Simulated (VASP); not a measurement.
# PtSe2 (P-3m1) in VASP: a series of runs

The runs below take PtSe2 through single point, with PBEsol+D3(BJ).

All numbers are computed with VASP 6.6.1; they aren't measurements. Logs are shortened: lines on timing, memory, paths and dates and some standing lists are left out, and cuts for length are marked.

**1. The cell of the first run**

Symmetry: P-3m1, No. 164, trigonal system. The conventional cell has a = 3.764 Å, b = 3.764 Å, c = 4.850 Å, α = 90.00°, β = 90.00°, γ = 120.00°. Pt (site symmetry -3m) has 6 Se at 2.52 Å within 3.3 Å. Within 3.4 Å of Se (site symmetry 3m) lie 3 Pt at 2.52 Å and 6 Se at 3.18 to 3.34 Å.

**2. Single point, PBEsol+D3(BJ) (19.83 Å³/atom)**

File INCAR:

```
SYSTEM = PtSe2
PREC = Accurate
ENCUT = 520
EDIFF = 1E-6
ISMEAR = 0
SIGMA = 0.1
LREAL = .FALSE.
LASPH = .TRUE.
NELM = 60
ALGO = Normal
ISIF = 2
LWAVE = .FALSE.
LCHARG = .FALSE.
GGA = PS
IVDW = 12
NBANDS = 18
```

File KPOINTS:

```
Automatic mesh
0
G
  12 12 8
  0 0 0
```

File POSCAR:

```
PtSe2
1.0
    3.7637869640      0.0000000000      0.0000000000
   -1.8818934820      3.2595351252      0.0000000000
    0.0000000000      0.0000000000      4.8497112458
Pt Se
1 2
Direct
    0.0000000000      0.0000000000      0.0000000000
    0.3333333333      0.6666666667      0.2611540783
    0.6666666667      0.3333333333      0.7388459217
```

Potentials or basis: VASP PAW PBE potentials, release 64 (Pt, Se).

Command:

```bash
$ cat potpaw_PBE.64/Pt/POTCAR potpaw_PBE.64/Se/POTCAR > POTCAR
$ mpirun -np 1 vasp_std > vasp.out
```

OUTCAR:

```text
SYSTEM = PtSe2
   PREC = Accurate
   ENCUT = 520
   EDIFF = 1E-6
   ISMEAR = 0
   LREAL = .FALSE.
   LASPH = .TRUE.
   NELM = 60
   ISIF = 2
   GGA = PS
   IVDW = 12
 IVDW          = 12

 ion  position               nearest neighbor table
   1  0.000  0.000  0.000-   2 2.52   3 2.52   2 2.52   3 2.52   3 2.52   2 2.52
   2  0.333  0.667  0.261-   1 2.52   1 2.52   1 2.52
   3  0.667  0.333  0.739-   1 2.52   1 2.52   1 2.52

  LATTYP: Found a hexagonal cell.
 ALAT       =     3.7637869640
 C/A-ratio  =     1.2885190613

  Lattice vectors:

 A1 = (   3.7637869640,   0.0000000000,   0.0000000000)
 A2 = (  -1.8818934820,   3.2595351252,   0.0000000000)
 A3 = (   0.0000000000,   0.0000000000,   4.8497112458)

Analysis of symmetry for initial positions (statically):
=====================================================================
 Subroutine PRICEL returns:
 Original cell was already a primitive cell.

 Routine SETGRP: Setting up the symmetry group for a
 hexagonal supercell.

 Subroutine GETGRP returns: Found 12 space group operations
 (whereof 12 operations were pure point group operations)
 out of a pool of 24 trial point group operations.

The static configuration has the point symmetry D_3d.

Analysis of symmetry for dynamics (positions and initial velocities):
=====================================================================
 Subroutine PRICEL returns:
 Original cell was already a primitive cell.

 Routine SETGRP: Setting up the symmetry group for a
 hexagonal supercell.

 Subroutine GETGRP returns: Found 12 space group operations
 (whereof 12 operations were pure point group operations)
 out of a pool of 24 trial point group operations.

The dynamic configuration has the point symmetry D_3d.

 Subroutine INISYM returns: Found 12 space group operations
 (whereof 12 operations are pure point group operations),
 and found     1 'primitive' translations

----------------------------------------------------------------------------------------

                                     Primitive cell

  volume of cell :      59.4972

  direct lattice vectors                    reciprocal lattice vectors
     3.763786964  0.000000000  0.000000000     0.265689852  0.153396107  0.000000000
    -1.881893482  3.259535125  0.000000000     0.000000000  0.306792215  0.000000000
     0.000000000  0.000000000  4.849711246     0.000000000  0.000000000  0.206197843

  length of vectors
     3.763786964  3.763786964  4.849711246     0.306792215  0.306792215  0.206197843

  position of ions in fractional coordinates (direct lattice)
     0.000000000  0.000000000  0.000000000
     0.333333333  0.666666667  0.261154078
     0.666666667  0.333333333  0.738845922

  ion indices of the primitive-cell ions
   primitive index   ion index
                 1           1
                 2           2
                 3           3

----------------------------------------------------------------------------------------

 KPOINTS: Automatic mesh

Automatic generation of k-mesh.
 Grid dimensions read from file:
 generate k-points for:   12   12    8

 Generating k-lattice:

  Cartesian coordinates                     Fractional coordinates (reciprocal lattice)
     0.022140821  0.012783009  0.000000000     0.083333333 -0.000000000  0.000000000
     0.000000000  0.025566018  0.000000000     0.000000000  0.083333333  0.000000000
     0.000000000  0.000000000  0.025774730     0.000000000  0.000000000  0.125000000

  Length of vectors
     0.025566018  0.025566018  0.025774730

  Shift w.r.t. Gamma in fractional coordinates (k-lattice)
     0.000000000  0.000000000  0.000000000

 Subroutine IBZKPT returns following result:
 ===========================================

 Found    131 irreducible k-points:

 Following reciprocal coordinates:
            Coordinates               Weight
  0.000000  0.000000  0.000000      1.000000
  0.083333  0.000000  0.000000      6.000000
  0.166667  0.000000  0.000000      6.000000
  0.250000  0.000000  0.000000      6.000000
  0.333333  0.000000  0.000000      6.000000
  0.416667 -0.000000  0.000000      6.000000
[... 16 lines left out ...]
  0.166667  0.000000  0.125000      6.000000
  0.000000  0.166667  0.125000      6.000000
 [... further k-points ...]
   k-points           NKPTS =    131   k-points in BZ     NKDIM =    131   number of bands    NBANDS=     18
   number of dos      NEDOS =    301   number of ions     NIONS =      3
   total plane-waves  NPLWV =  28224
   dimension x,y,z NGX =    28 NGY =   28 NGZ =   36
   dimension x,y,z NGXF=    56 NGYF=   56 NGZF=   72
   ions per type =               1   2
   NGX,Y,Z   is equivalent  to a cutoff of  12.37, 12.37, 12.34 a.u.
   NGXF,Y,Z  is equivalent  to a cutoff of  24.74, 24.74, 24.68 a.u.
 SYSTEM =  PtSe2
   PREC   = accura    normal or accurate (medium, high low for compatibility)
   ISTART =      0    job   : 0-new  1-cont  2-samecut
   ICHARG =      2    charge: 1-file 2-atom 10-const
   ISPIN  =      1    spin polarized calculation?
   LNONCOLLINEAR =      F non collinear calculations
   LSORBIT =      F    spin-orbit coupling
   LASPH  =      T    aspherical Exc in radial PAW
   ENCUT  =  520.0 eV  38.22 Ry    6.18 a.u.   7.00  7.00  9.02*2*pi/ulx,y,z
   NELM   =     60;   NELMIN=  2; NELMDL= -5     # of ELM steps
   EDIFF  = 0.1E-05   stopping-criterion for ELM
   LREAL  =      F    real-space projection
   EDIFFG = 0.1E-04   stopping-criterion for IOM
   NSW    =      0    number of steps for IOM
   IBRION =     -1    ionic relax: 0-MD 1-quasi-New 2-CG
   NFREE  =      0    steps in history (QN), initial steepest desc. (CG)
   ISIF   =      2    stress and relaxation
   ISYM   =      2    0-nonsym 1-usesym 2-fastsym
   POTIM  = 0.5000    time-step for ionic-motion
   TEBEG  =    0.0;   TEEND  =   0.0 temperature during run
   PSTRESS=    0.0 pullay stress
   NELECT =      22.0000    total number of electrons
   NUPDOWN=      -1.0000    fix difference up-down
   EMIN   =  10.00;   EMAX   =-10.00  energy-range for DOS
   EFERMI =   0.00;   METHOD = LEGACY
   ISMEAR =     0;   SIGMA  =   0.10  broadening in eV -4-tet -1-fermi 0-gaus
   EFERMI_NEDOS =   21; number of points for ismear=-14 and -15
   IALGO  =     38    algorithm
   IMIX   =      4    mixing-type and parameters
     AMIX     =   0.40;   BMIX     =  1.00
     AMIX_MAG =   1.60;   BMIX_MAG =  1.00
  volume/ion in A,a.u.               =      19.83       133.84
  Fermi-wavevector in a.u.,A,eV,Ry     =   1.175033  2.220491 18.785610  1.380703
  Thomas-Fermi vector in A             =   2.311421
   LORBIT       =      0    0 simple, 1 ext, 2 COOP (PROOUT), +10 PAW based schemes
   GGA     = PS    functional components
   LHFCALC =     F    Hartree Fock is set to
   AEXX    =    0.0000 exact exchange contribution
   IVDW    =    12    specifies the selected vdW correction
   LEPSILON=     F    determine dielectric tensor
   LRPA    =     F    only Hartree local field effects (RPA)
 non-spin polarized calculation
 Gauss-broadening in eV      SIGMA  =   0.10
  energy-cutoff  :      520.00
  volume of cell :       59.50
 maximum number of plane-waves:      1620
   NGX = 13   NGY = 13   NGZ = 19

 number of electron      21.9999997 magnetization

 Free energy of the ion-electron system (eV)
  ---------------------------------------------------
  ext. energy  EPLUGINS =         0.00000000
  ---------------------------------------------------
  free energy    TOTEN  =       -15.90714754 eV

  energy without entropy =      -15.90296813  energy(sigma->0) =      -15.90505784

 E-fermi :   6.5817     XC(G=0): -10.9667

 val. band max:        6.5613430367   @ k =  -0.1667   0.5000   0.1250
 cond. band min:       6.6084847685   @ k =  -0.0833   0.3333   0.2500
 fundamental gap:      0.0471417318
 Fermi energy:         6.5817487297

 k-point     1 :       0.0000    0.0000    0.0000
  band No.  band energies     occupation
      1      -9.1460      2.00000
      2      -6.0508      2.00000
      3      -0.6004      2.00000
      4       0.2282      2.00000
      5       0.2282      2.00000
      6       2.7194      2.00000
[... 10 lines left out ...]
     17      13.7660      0.00000
     18      18.2110      0.00000

 k-point     2 :       0.0833    0.0000    0.0000
  band No.  band energies     occupation
      1      -9.0698      2.00000
      2      -6.0952      2.00000
      3      -0.5064      2.00000
      4       0.2783      2.00000
      5       0.3006      2.00000
      6       2.6161      2.00000
[... 10 lines left out ...]
     17      14.0027      0.00000
     18      17.0583      0.00000

 k-point     3 :       0.1667    0.0000    0.0000
  band No.  band energies     occupation
      1      -8.8481      2.00000
      2      -6.2180      2.00000
      3      -0.2370      2.00000
      4       0.4189      2.00000
      5       0.5069      2.00000
      6       2.2109      2.00000
[... 10 lines left out ...]
     17      14.5769      0.00000
     18      15.6559      0.00000

 k-point     4 :       0.2500    0.0000    0.0000
  band No.  band energies     occupation
      1      -8.5038      2.00000
      2      -6.3964      2.00000
      3       0.1498      2.00000
      4       0.6171      2.00000
      5       0.7805      2.00000
      6       1.4858      2.00000
[... 10 lines left out ...]
     17      14.7607      0.00000
     18      14.8433      0.00000

 k-point     5 :       0.3333    0.0000    0.0000
  band No.  band energies     occupation
      1      -8.0788      2.00000
      2      -6.6125      2.00000
      3       0.1664      2.00000
      4       0.8104      2.00000
      5       0.8215      2.00000
      6       1.5031      2.00000
[... 10 lines left out ...]
     17      14.2859      0.00000
     18      15.1881      0.00000

 k-point     6 :       0.4167   -0.0000    0.0000
  band No.  band energies     occupation
      1      -7.6379      2.00000
      2      -6.8660      2.00000
      3      -0.4016      2.00000
      4       0.9317      2.00000
      5       1.1847      2.00000
      6       2.1238      2.00000
[... 10 lines left out ...]
     17      13.8904      0.00000
     18      16.5082      0.00000

 k-point     7 :       0.5000    0.0000    0.0000
  band No.  band energies     occupation
      1      -7.3305      2.00000
      2      -7.0956      2.00000
      3      -0.6365      2.00000
      4       0.9679      2.00000
      5       1.3718      2.00000
      6       2.6534      2.00000
[... 10 lines left out ...]
     17      13.7491      0.00000
     18      17.7332      0.00000

 k-point     8 :       0.0833    0.0833    0.0000
  band No.  band energies     occupation
      1      -8.9208      2.00000
      2      -6.1784      2.00000
      3      -0.3247      2.00000
      4       0.3767      2.00000
      5       0.4368      2.00000
      6       2.4648      2.00000
[... 10 lines left out ...]
     17      14.5007      0.00000
     18      15.8847      0.00000
[... 229 lines left out ...]
     17      15.0552      0.00000
     18      17.0923      0.00000

 k-point    20 :       0.0000    0.0000    0.1250
  band No.  band energies     occupation
      1      -9.0727      2.00000
      2      -6.2420      2.00000
      3      -0.3442      2.00000
      4       0.2408      2.00000
      5       0.2408      2.00000
      6       2.7107      2.00000
[... 10 lines left out ...]
     17      13.7019      0.00000
     18      17.7789      0.00000

 k-point    21 :       0.0833    0.0000    0.1250
  band No.  band energies     occupation
      1      -8.9969      2.00000
      2      -6.2751      2.00000
      3      -0.3102      2.00000
      4       0.3115      2.00000
      5       0.3343      2.00000
      6       2.6276      2.00000
[... 10 lines left out ...]
     17      13.7130      0.00000
     18      16.3340      0.00000

 k-point    22 :       0.0000    0.0833    0.1250
  band No.  band energies     occupation
      1      -8.9979      2.00000
      2      -6.2710      2.00000
      3      -0.3317      2.00000
      4       0.2688      2.00000
      5       0.3883      2.00000
      6       2.5737      2.00000
[... 10 lines left out ...]
     17      14.2452      0.00000
     18      16.2576      0.00000

 k-point    23 :       0.1667    0.0000    0.1250
  band No.  band energies     occupation
      1      -8.7748      2.00000
      2      -6.3762      2.00000
      3      -0.1380      2.00000
      4       0.4722      2.00000
      5       0.5802      2.00000
      6       2.2962      2.00000
[... 10 lines left out ...]
     17      13.9734      0.00000
     18      15.0713      0.00000

 k-point    24 :       0.0000    0.1667    0.1250
  band No.  band energies     occupation
      1      -8.7832      2.00000
      2      -6.3468      2.00000
      3      -0.2766      2.00000
      4       0.3828      2.00000
      5       0.7403      2.00000
      6       2.0542      2.00000
[... 10 lines left out ...]
     17      15.1303      0.00000
     18      15.1434      0.00000

 [... further k-points ...]

------------------------ aborting loop because EDIFF is reached ----------------------------------------

 Edisp (eV)   -1.30936

 E8    (eV) :    -0.8517

  FORCE on cell =-STRESS in cart. coord.  units (eV):
  Direction    XX          YY          ZZ          XY          YZ          ZX
  --------------------------------------------------------------------------------------
  -------------------------------------------------------------------------------------
  Total      -1.36876    -1.36876    -1.34079    -0.00000    -0.00000     0.00000
  in kB     -36.85874   -36.85874   -36.10575    -0.00000    -0.00000     0.00000
  external pressure =      -36.61 kB  Pullay stress =        0.00 kB

 VOLUME and BASIS-vectors are now :
 -----------------------------------------------------------------------------
  energy-cutoff  :      520.00
  volume of cell :       59.50
      direct lattice vectors                 reciprocal lattice vectors
     3.763786964  0.000000000  0.000000000     0.265689852  0.153396107  0.000000000
    -1.881893482  3.259535125  0.000000000     0.000000000  0.306792215  0.000000000
     0.000000000  0.000000000  4.849711246     0.000000000  0.000000000  0.206197843

 POSITION                                       TOTAL-FORCE (eV/Angst)
 -----------------------------------------------------------------------------------
      0.00000      0.00000      0.00000        -0.000000      0.000000      0.000000
     -0.00000      2.17302      1.26652         0.000000      0.000000      0.008998
      1.88189      1.08651      3.58319        -0.000000      0.000000     -0.008998
 -----------------------------------------------------------------------------------
    total drift:                               -0.000000      0.000000      0.000000

  FREE ENERGIE OF THE ION-ELECTRON SYSTEM (eV)
  ---------------------------------------------------
  free  energy   TOTEN  =       -17.2165061764 eV

  energy  without entropy=      -17.2123267679  energy(sigma->0) =      -17.21441647
```

Wall time 2.6 min (1 thread of Intel Xeon Platinum 8259CL at 2.50GHz (Skylake/Cascade Lake), shared host); peak memory 0.29 GiB.

Results:

```
Free energy                : -17.2165 eV
Pressure                   : -3.7 GPa
Largest force              : 0.009 eV/Å
Band gap on the k mesh     : zero (bands 11 and 12 overlap by 0.79 eV)
Dispersion energy per atom : -0.436 eV
```

Forces on the atoms (eV/Å):
```
Pt   0.000  0.000  0.000
Se   0.000  0.000  0.009
Se   0.000  0.000 -0.009
```

Caveat: the cell stands under tension; the PAW data sets were made with another functional, which shifts forces and pressure a little; spin-orbit coupling is left out, which moves the levels of the heavy elements.

**3. Single point, PBEsol+D3(BJ) (20.58 Å³/atom)**

This run uses another cell than the first one, of 20.58 Å³/atom.

File INCAR:

```
PREC     = Accurate       # precision mode
ENCUT    = 520            # plane-wave cutoff, eV
EDIFF    = 1E-6           # SCF threshold, eV
ISMEAR   = 0              # smearing method
SIGMA    = 0.1            # smearing width, eV
LREAL    = F              # projectors in reciprocal space
LASPH    = T              # aspherical terms in the spheres
NELM     = 60             # most SCF steps
ALGO     = Normal         # electronic algorithm
ISIF     = 2              # what is computed and relaxed
LWAVE    = F              # write WAVECAR
LCHARG   = F              # write CHGCAR
GGA      = PS             # functional
IVDW     = 12             # dispersion correction
NBANDS   = 18             # bands
```

File KPOINTS:

```
Automatic mesh
0
Gamma
  12 12 8
```

File POSCAR:

```
PtSe2
1.0
    3.7672908819      0.0000000000      0.0000000000
   -1.8836454409      3.2625696071      0.0000000000
    0.0000000000      0.0000000000      5.0233618119
Pt Se
1 2
Direct
    0.0000000000      0.0000000000      0.0000000000
    0.3333333333      0.6666666667      0.2529104805
    0.6666666667      0.3333333333      0.7470895195
```

Potentials or basis: VASP PAW PBE potentials, release 64 (Pt, Se).

Command:

```bash
$ cat potpaw_PBE.64/Pt/POTCAR potpaw_PBE.64/Se/POTCAR > POTCAR
$ mpirun -np 1 vasp_std > vasp.out
```

Wall time 2.4 min (1 thread of Intel Xeon Platinum 8259CL at 2.50GHz (Skylake/Cascade Lake), shared host); peak memory 0.29 GiB.

It converged, with:

* Free energy: -17.1569 eV
* Pressure: -4.7 GPa
* Largest force: 0.010 eV/Å
* Band gap on the k mesh: zero (bands 11 and 12 overlap by 0.54 eV)
* Dispersion energy per atom: -0.420 eV

Forces in eV/Å, atoms in the order of the input:
```
Pt   0.000  0.000  0.000
Se   0.000  0.000  0.010
Se   0.000  0.000 -0.010
```

Levels at points of the mesh, in eV from the Fermi level:
| k point | band 7 | band 8 | band 9 | band 10 | band 11 | band 12 | band 13 | band 14 | band 15 | band 16 |
| --- | --- | --- | --- | --- | --- | --- | --- | --- | --- | --- |
| (0.00, 0.00, 0.00) | -3.86 | -2.48 | -1.04 | -1.04 | 0.51 | 1.34 | 1.34 | 3.45 | 3.91 | 7.20 |
| (0.50, 0.00, 0.00) | -3.65 | -3.53 | -3.38 | -3.31 | -2.92 | 0.59 | 2.32 | 4.70 | 5.80 | 6.98 |
| (0.00, 0.00, 0.50) | -3.89 | -2.89 | -1.71 | -1.52 | -1.52 | 2.24 | 2.24 | 4.76 | 6.14 | 6.62 |
| (0.50, 0.00, 0.50) | -3.40 | -3.39 | -3.12 | -2.76 | -1.27 | 0.89 | 1.41 | 4.54 | 4.73 | 7.28 |

Caveat: the cell stands under tension; the PAW data sets were made with another functional, which shifts forces and pressure a little; spin-orbit coupling is left out, which moves the levels of the heavy elements.

The gap in the log of VASP goes by the Fermi energy; the results here count the filled bands.